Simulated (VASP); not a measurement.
# Ti (P6_3/mmc) in VASP: further runs

The runs below take Ti through single point, with PBE.

All numbers are computed with VASP 6.6.1; they aren't measurements. Logs are shortened: lines on timing, memory, paths and dates and some standing lists are left out, and cuts for length are marked.

### 1 The cell of the first run

It takes space group P6_3/mmc (No. 194, hexagonal). The conventional cell has a = 2.939 Å, b = 2.939 Å, c = 4.656 Å, α = 90.00°, β = 90.00°, γ = 120.00°. Ti (site symmetry -6m2) has 12 Ti at 2.88 to 2.94 Å within 3.8 Å.

### 2 Single point, PBE

Input file INCAR:

```
ALGO = Normal
EDIFF = 1E-6
ENCUT = 520
GGA = PE
ISIF = 2
ISMEAR = 1
LASPH = True
LCHARG = False
LREAL = False
LWAVE = False
NBANDS = 19
NELM = 60
PREC = Accurate
SIGMA = 0.03
```

Input file KPOINTS:

```
k-points
0
Gamma
  12 12 7
```

Input file POSCAR:

```
Ti
1.0
    2.9390756844      0.0000000000      0.0000000000
   -1.4695378422      2.5453142064      0.0000000000
    0.0000000000      0.0000000000      4.6559893251
Ti
2
Direct
    0.3333333333      0.6666666667      0.2500000000
    0.6666666667      0.3333333333      0.7500000000
```

Potentials or basis: VASP PAW PBE potentials, release 64 (Ti_sv).

On the command line:

```bash
$ cat potpaw_PBE.64/Ti_sv/POTCAR > POTCAR
$ mpirun -np 1 vasp_std > vasp.out
```

OUTCAR:

```text
EDIFF = 1E-6
   ENCUT = 520
   GGA = PE
   ISIF = 2
   ISMEAR = 1
   LASPH = True
   LREAL = False
   NELM = 60
   PREC = Accurate

 ion  position               nearest neighbor table
   1  0.333  0.667  0.250-   2 2.88   2 2.88   2 2.88   2 2.88   2 2.88   2 2.88
   2  0.667  0.333  0.750-   1 2.88   1 2.88   1 2.88   1 2.88   1 2.88   1 2.88

  LATTYP: Found a hexagonal cell.
 ALAT       =     2.9390756844
 C/A-ratio  =     1.5841678899

  Lattice vectors:

 A1 = (   2.9390756844,   0.0000000000,   0.0000000000)
 A2 = (  -1.4695378422,   2.5453142064,   0.0000000000)
 A3 = (   0.0000000000,   0.0000000000,   4.6559893251)

Analysis of symmetry for initial positions (statically):
=====================================================================
 Subroutine PRICEL returns:
 Original cell was already a primitive cell.

 Routine SETGRP: Setting up the symmetry group for a
 hexagonal supercell.

 Subroutine GETGRP returns: Found 24 space group operations
 (whereof 12 operations were pure point group operations)
 out of a pool of 24 trial point group operations.

The static configuration has the point symmetry D_3d.
 The point group associated with its full space group is D_6h.

Analysis of symmetry for dynamics (positions and initial velocities):
=====================================================================
 Subroutine PRICEL returns:
 Original cell was already a primitive cell.

 Routine SETGRP: Setting up the symmetry group for a
 hexagonal supercell.

 Subroutine GETGRP returns: Found 24 space group operations
 (whereof 12 operations were pure point group operations)
 out of a pool of 24 trial point group operations.

The dynamic configuration has the point symmetry D_3d.
 The point group associated with its full space group is D_6h.

 Subroutine INISYM returns: Found 24 space group operations
 (whereof 12 operations are pure point group operations),
 and found     1 'primitive' translations

----------------------------------------------------------------------------------------

                                     Primitive cell

  volume of cell :      34.8309

  direct lattice vectors                    reciprocal lattice vectors
     2.939075684  0.000000000  0.000000000     0.340243024  0.196439402  0.000000000
    -1.469537842  2.545314206  0.000000000     0.000000000  0.392878804  0.000000000
     0.000000000  0.000000000  4.655989325     0.000000000  0.000000000  0.214777125

  length of vectors
     2.939075684  2.939075684  4.655989325     0.392878804  0.392878804  0.214777125

  position of ions in fractional coordinates (direct lattice)
     0.333333333  0.666666667  0.250000000
     0.666666667  0.333333333  0.750000000

  ion indices of the primitive-cell ions
   primitive index   ion index
                 1           1
                 2           2

----------------------------------------------------------------------------------------

 KPOINTS: k-points

Automatic generation of k-mesh.
 Grid dimensions read from file:
 generate k-points for:   12   12    7

 Generating k-lattice:

  Cartesian coordinates                     Fractional coordinates (reciprocal lattice)
     0.028353585  0.016369950  0.000000000     0.083333333  0.000000000  0.000000000
     0.000000000  0.032739900  0.000000000     0.000000000  0.083333333  0.000000000
     0.000000000  0.000000000  0.030682446     0.000000000  0.000000000  0.142857143

  Length of vectors
     0.032739900  0.032739900  0.030682446

  Shift w.r.t. Gamma in fractional coordinates (k-lattice)
     0.000000000  0.000000000  0.000000000

 Subroutine IBZKPT returns following result:
 ===========================================

 Found     76 irreducible k-points:

 Following reciprocal coordinates:
            Coordinates               Weight
  0.000000  0.000000  0.000000      1.000000
  0.083333  0.000000  0.000000      6.000000
  0.166667  0.000000  0.000000      6.000000
  0.250000  0.000000  0.000000      6.000000
  0.333333  0.000000  0.000000      6.000000
  0.416667  0.000000  0.000000      6.000000
[... 16 lines left out ...]
  0.250000  0.000000  0.142857     12.000000
  0.333333  0.000000  0.142857     12.000000
 [... further k-points ...]
   k-points           NKPTS =     76   k-points in BZ     NKDIM =     76   number of bands    NBANDS=     19
   number of dos      NEDOS =    301   number of ions     NIONS =      2
   total plane-waves  NPLWV =  20736
   dimension x,y,z NGX =    24 NGY =   24 NGZ =   36
   dimension x,y,z NGXF=    48 NGYF=   48 NGZF=   72
   ions per type =               2
   NGX,Y,Z   is equivalent  to a cutoff of  13.58, 13.58, 12.85 a.u.
   NGXF,Y,Z  is equivalent  to a cutoff of  27.15, 27.15, 25.71 a.u.
 SYSTEM =  unknown system
   PREC   = accura    normal or accurate (medium, high low for compatibility)
   ISTART =      0    job   : 0-new  1-cont  2-samecut
   ICHARG =      2    charge: 1-file 2-atom 10-const
   ISPIN  =      1    spin polarized calculation?
   LNONCOLLINEAR =      F non collinear calculations
   LSORBIT =      F    spin-orbit coupling
   LASPH  =      T    aspherical Exc in radial PAW
   ENCUT  =  520.0 eV  38.22 Ry    6.18 a.u.   5.46  5.46  8.66*2*pi/ulx,y,z
   NELM   =     60;   NELMIN=  2; NELMDL= -5     # of ELM steps
   EDIFF  = 0.1E-05   stopping-criterion for ELM
   LREAL  =      F    real-space projection
   EDIFFG = 0.1E-04   stopping-criterion for IOM
   NSW    =      0    number of steps for IOM
   IBRION =     -1    ionic relax: 0-MD 1-quasi-New 2-CG
   NFREE  =      0    steps in history (QN), initial steepest desc. (CG)
   ISIF   =      2    stress and relaxation
   ISYM   =      2    0-nonsym 1-usesym 2-fastsym
   POTIM  = 0.5000    time-step for ionic-motion
   TEBEG  =    0.0;   TEEND  =   0.0 temperature during run
   PSTRESS=    0.0 pullay stress
   NELECT =      24.0000    total number of electrons
   NUPDOWN=      -1.0000    fix difference up-down
   EMIN   =  10.00;   EMAX   =-10.00  energy-range for DOS
   EFERMI =   0.00;   METHOD = LEGACY
   ISMEAR =     1;   SIGMA  =   0.03  broadening in eV -4-tet -1-fermi 0-gaus
   EFERMI_NEDOS =   21; number of points for ismear=-14 and -15
   IALGO  =     38    algorithm
   IMIX   =      4    mixing-type and parameters
     AMIX     =   0.40;   BMIX     =  1.00
     AMIX_MAG =   1.60;   BMIX_MAG =  1.00
  volume/ion in A,a.u.               =      17.42       117.53
  Fermi-wavevector in a.u.,A,eV,Ry     =   1.445963  2.732474 28.447185  2.090809
  Thomas-Fermi vector in A             =   2.564085
   LORBIT       =      0    0 simple, 1 ext, 2 COOP (PROOUT), +10 PAW based schemes
   GGA     = PE    functional components
   LHFCALC =     F    Hartree Fock is set to
   AEXX    =    0.0000 exact exchange contribution
   IVDW    =     0    specifies the selected vdW correction
   LEPSILON=     F    determine dielectric tensor
   LRPA    =     F    only Hartree local field effects (RPA)
 non-spin polarized calculation
 Methfessel and Paxton  Order N= 1 SIGMA  =   0.03
  energy-cutoff  :      520.00
  volume of cell :       34.83
 maximum number of plane-waves:       965
 NGX is ok and might be reduce to    24
   NGX = 11   NGY = 11   NGZ = 17

 number of electron      24.0000001 magnetization

 Free energy of the ion-electron system (eV)
  ---------------------------------------------------
  ext. energy  EPLUGINS =         0.00000000
  ---------------------------------------------------
  free energy    TOTEN  =       -15.67101972 eV

  energy without entropy =      -15.67080488  energy(sigma->0) =      -15.67094811

 E-fermi :   8.3121     XC(G=0): -11.4850

 val. band max:        8.3000321751   @ k =   0.0000   0.0000   0.4286
 cond. band min:       8.3153866297   @ k =   0.2500   0.2500   0.4286
 fundamental gap:      0.0153544546
 Fermi energy:         8.3121047048

 k-point     1 :       0.0000    0.0000    0.0000
  band No.  band energies     occupation
      1     -48.5618      2.00000
      2     -48.4268      2.00000
      3     -25.1456      2.00000
      4     -24.5087      2.00000
      5     -24.5087      2.00000
      6     -24.4444      2.00000
[... 11 lines left out ...]
     18       9.9242      0.00000
     19      11.4447      0.00000

 k-point     2 :       0.0833    0.0000    0.0000
  band No.  band energies     occupation
      1     -48.5551      2.00000
      2     -48.4241      2.00000
      3     -25.1305      2.00000
      4     -24.5395      2.00000
      5     -24.5190      2.00000
      6     -24.4508      2.00000
[... 11 lines left out ...]
     18       9.8177      0.00000
     19      11.5013      0.00000

 k-point     3 :       0.1667    0.0000    0.0000
  band No.  band energies     occupation
      1     -48.5363      2.00000
      2     -48.4172      2.00000
      3     -25.0875      2.00000
      4     -24.6241      2.00000
      5     -24.5462      2.00000
      6     -24.5269      2.00000
[... 11 lines left out ...]
     18      10.0398      0.00000
     19      11.6199      0.00000

 k-point     4 :       0.2500    0.0000    0.0000
  band No.  band energies     occupation
      1     -48.5095      2.00000
      2     -48.4089      2.00000
      3     -25.0228      2.00000
      4     -24.7409      2.00000
      5     -24.6401      2.00000
      6     -24.5819      2.00000
[... 407 lines left out ...]
     18      10.1070      0.00000
     19      11.5938      0.00000

 k-point    23 :       0.2500    0.0000    0.1429
  band No.  band energies     occupation
      1     -48.5045      2.00000
      2     -48.4139      2.00000
      3     -25.0112      2.00000
      4     -24.7266      2.00000
      5     -24.6678      2.00000
      6     -24.5750      2.00000
[... 11 lines left out ...]
     18      10.4955      0.00000
     19      11.6812      0.00000

 k-point    24 :       0.3333    0.0000    0.1429
  band No.  band energies     occupation
      1     -48.4765      2.00000
      2     -48.4066      2.00000
      3     -24.9720      2.00000
      4     -24.8210      2.00000
      5     -24.7678      2.00000
      6     -24.6087      2.00000
[... 11 lines left out ...]
     18      11.0238      0.00000
     19      11.7467      0.00000

 [... further k-points ...]

------------------------ aborting loop because EDIFF is reached ----------------------------------------

  FORCE on cell =-STRESS in cart. coord.  units (eV):
  Direction    XX          YY          ZZ          XY          YZ          ZX
  --------------------------------------------------------------------------------------
  -------------------------------------------------------------------------------------
  Total       -0.0795466     -0.0795466     -0.0851982     -0.0000000      0.0000000      0.0000000
  in kB       -3.6590493     -3.6590493     -3.9190140     -0.0000000      0.0000000      0.0000000
  external PRESSURE =      -3.7457042 kB  Pullay stress =       0.0000000 kB

 VOLUME and BASIS-vectors are now :
 -----------------------------------------------------------------------------
  energy-cutoff  :      520.00
  volume of cell :       34.83
      direct lattice vectors                 reciprocal lattice vectors
     2.939075684  0.000000000  0.000000000     0.340243024  0.196439402  0.000000000
    -1.469537842  2.545314206  0.000000000     0.000000000  0.392878804  0.000000000
     0.000000000  0.000000000  4.655989325     0.000000000  0.000000000  0.214777125

 POSITION                                       TOTAL-FORCE (eV/Angst)
 -----------------------------------------------------------------------------------
     -0.00000      1.69688      1.16400        -0.000000      0.000000      0.000000
      1.46954      0.84844      3.49199         0.000000     -0.000000      0.000000
 -----------------------------------------------------------------------------------
    total drift:                               -0.000000      0.000000     -0.000000

  FREE ENERGIE OF THE ION-ELECTRON SYSTEM (eV)
  ---------------------------------------------------
  free  energy   TOTEN  =       -15.6710197207 eV

  energy  without entropy=      -15.6708048790  energy(sigma->0) =      -15.67094811
```

Run time: 87 s. Hardware: 1 thread of AMD EPYC 7R13, shared host; peak memory 0.15 GiB.

What came out:

```
Free energy            : -15.6710 eV
Pressure               : -0.4 GPa
Band gap on the k mesh : zero (bands 12 and 13 overlap by 1.06 eV)
```

Levels at points of the mesh, in eV from the Fermi level:
```
           k point  band 9  band 10  band 11  band 12  band 13  band 14  band 15  band 16
(0.00, 0.00, 0.00)   -6.21    -2.69     0.76     0.77     0.77     0.88     1.26     1.26
(0.50, 0.00, 0.00)   -2.35    -2.16    -1.84    -0.64     0.47     0.62     1.16     3.32
```

### 3 Single point, PBE

Input file INCAR:

```
PREC     = Accurate       # precision mode
ENCUT    = 520            # plane-wave cutoff, eV
EDIFF    = 1E-6           # SCF threshold, eV
ISMEAR   = 1              # smearing method
SIGMA    = 0.2            # smearing width, eV
LREAL    = F              # projectors in reciprocal space
LASPH    = T              # aspherical terms in the spheres
NELM     = 80             # most SCF steps
ALGO     = Normal         # electronic algorithm
ISIF     = 2              # what is computed and relaxed
LWAVE    = F              # write WAVECAR
LCHARG   = F              # write CHGCAR
GGA      = PE             # functional
NBANDS   = 19             # bands
```

Input file KPOINTS:

```
Automatic mesh
0
Gamma
  12 12 7
```

POSCAR is that of step 2.

Potentials or basis: VASP PAW PBE potentials, release 64 (Ti_sv).

On the command line:

```bash
$ cat potpaw_PBE.64/Ti_sv/POTCAR > POTCAR
$ mpirun -np 1 vasp_std > vasp.out
```

It took 82 s on 1 thread of AMD EPYC 7R13, shared host; peak memory 0.15 GiB.

It converged, with:

* Free energy: -15.6698 eV
* Pressure: -0.4 GPa
* Band gap on the k mesh: zero (bands 12 and 13 overlap by 1.07 eV)

Stress tensor (GPa, compression positive):
```
-0.34  0.00  0.00
 0.00 -0.34  0.00
 0.00  0.00 -0.54
```

Levels at points of the mesh, in eV from the Fermi level:
```tsv
k point	band 10	band 11	band 12	band 13	band 14	band 15
(0.00, 0.00, 0.00)	-2.70	0.75	0.76	0.76	0.87	1.25
(0.50, 0.00, 0.00)	-2.16	-1.85	-0.64	0.47	0.61	1.16
```

### 4 Single point, PBE

Input file INCAR:

```
SYSTEM = Ti
PREC = Accurate ; ENCUT = 520
EDIFF = 1E-6 ; ISMEAR = 1
SIGMA = 0.3 ; LREAL = .FALSE.
LASPH = .TRUE. ; NELM = 80
ALGO = Normal ; ISIF = 2
LWAVE = .FALSE. ; LCHARG = .FALSE.
GGA = PE ; NBANDS = 19
```

Input file KPOINTS:

```
regular mesh
0
G
  12 12 7
  0 0 0
```

POSCAR is that of step 3.

On the command line:

```bash
$ cat potpaw_PBE.64/Ti_sv/POTCAR > POTCAR
$ mpirun -np 1 vasp_std > vasp.out
```

Run time: 83 s. Hardware: 1 thread of AMD EPYC 7R13, shared host; peak memory 0.15 GiB.

The run converged. Its results:

* Free energy: -15.6667 eV
* Pressure: -0.5 GPa
* Band gap on the k mesh: zero (bands 12 and 13 overlap by 1.07 eV)

Stress tensor (GPa, compression positive):
```
-0.41  0.00  0.00
 0.00 -0.41  0.00
 0.00  0.00 -0.57
```

Levels at points of the mesh, in eV from the Fermi level:
```tsv
k point	band 8	band 9	band 10	band 11	band 12	band 13	band 14	band 15	band 16	band 17
(0.00, 0.00, 0.00)	-32.71	-6.20	-2.68	0.76	0.77	0.77	0.88	1.27	1.27	1.62
(0.50, 0.00, 0.00)	-32.79	-2.34	-2.15	-1.84	-0.63	0.48	0.63	1.17	3.33	3.56
```

Caveat: so wide a smearing shifts energies and pressures.

### 5 The runs side by side

| smearing | gap on the mesh (eV) | pressure (GPa) |
| --- | --- | --- |
| methfessel-paxton 0.03 eV | none | -0.4 |
| methfessel-paxton 0.2 eV | none | -0.4 |
| methfessel-paxton 0.3 eV | none | -0.5 |

Alike in all rows: task single point; level PBE; potentials or basis VASP PAW PBE potentials, release 64 (Ti_sv); no spin polarisation; cell as given; k mesh 12 × 12 × 7; cutoff (eV) 520.

Caveats: so wide a smearing shifts energies and pressures (at least some runs).

Absolute energies hang on the potentials; compare differences alone.
